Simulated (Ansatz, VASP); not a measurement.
Two plane-wave programs on SiC

POSCAR

```
SiC
1.0
    3.0751950059      0.0000000000      0.0000000000
   -1.5375975029      2.6631969967      0.0000000000
    0.0000000000      0.0000000000      5.0481668544
Si C
2 2
Direct
    0.3333333333      0.6666666667      0.0046028828
    0.6666666667      0.3333333333      0.5046028828
    0.1917099377      0.5958549688      0.4067827806
    0.6666666667      0.3333333333      0.8803971172
```

Contents of INCAR.step1:

```
SYSTEM = SiC
PREC = Accurate ; ENCUT = 520
ISMEAR = 0 ; SIGMA = 0.05
LREAL = .FALSE. ; LASPH = .TRUE.
NELM = 80 ; NBANDS = 16
GGA = PE ; ALGO = Normal
EDIFF = 1E-4 ; LWAVE = .TRUE.
LCHARG = .FALSE.
```

Contents of INCAR.step2:

```
SYSTEM = SiC
PREC = Accurate ; ENCUT = 520
EDIFF = 1E-6 ; ISMEAR = 0
SIGMA = 0.05 ; LREAL = .FALSE.
LASPH = .TRUE. ; NELM = 80
ALGO = Normal ; ISIF = 2
LWAVE = .FALSE. ; LCHARG = .FALSE.
METAGGA = R2SCAN ; LMIXTAU = .TRUE.
NBANDS = 16 ; ISTART = 1
```

KPOINTS

```
regular mesh
0
G
  12 12 6
  0 0 0
```

Input for Ansatz:

```yaml
crystal:
  lattice:
    - [3.0751950059, 0.0, 0.0]
    - [-1.5375975029, 2.6631969967, 0.0]
    - [0.0, 0.0, 5.0481668544]
  atoms:
    - { symbol: Si, position: [0.3333333333, 0.6666666667, 0.0046028828] }
    - { symbol: Si, position: [0.6666666667, 0.3333333333, 0.5046028828] }
    - { symbol: C, position: [0.1917099377, 0.5958549688, 0.4067827806] }
    - { symbol: C, position: [0.6666666667, 0.3333333333, 0.8803971172] }
basis:
  ecutwfc: 500
kpoints:
  mp_grid: { grid: [12, 12, 6] }
hamiltonian:
  xc: r2scan
scf:
  occupations: { method: gaussian, width: 0.05 }
output:
  forces: true
  stress: true
  eigenvalues: true
```

Alike in both runs: task single point; functional r2SCAN; k mesh 12 × 12 × 6; occupations gaussian, width 0.05 eV; no spin polarisation.

|  | VASP | Ansatz |
| --- | --- | --- |
| version | VASP 6.6.1 | Ansatz 0.2.0 |
| potentials or method | VASP PAW PBE potentials, release 64 (Si, C), cutoff 520 eV | scalar-relativistic, plane waves, PAW |
| valence electrons in the cell | 16 | 16 |

```tsv
	VASP	Ansatz	Ansatz less VASP
gap on the k mesh at the Fermi level (eV)	2.39	2.39	-0.003
least direct gap on the mesh (eV)	4.30	4.29	-0.010
pressure (GPa)	18.6	19.2	+0.59
traceless stress, the component that is largest in VASP (GPa)	28.83	29.27	+0.437
rms of the force components (eV/Å)	7.217	7.290	+0.0729
```

VASP's potentials were made for PBE, not for r2SCAN. Atom by atom the forces differ by 0.073 eV/Å (rms over components).
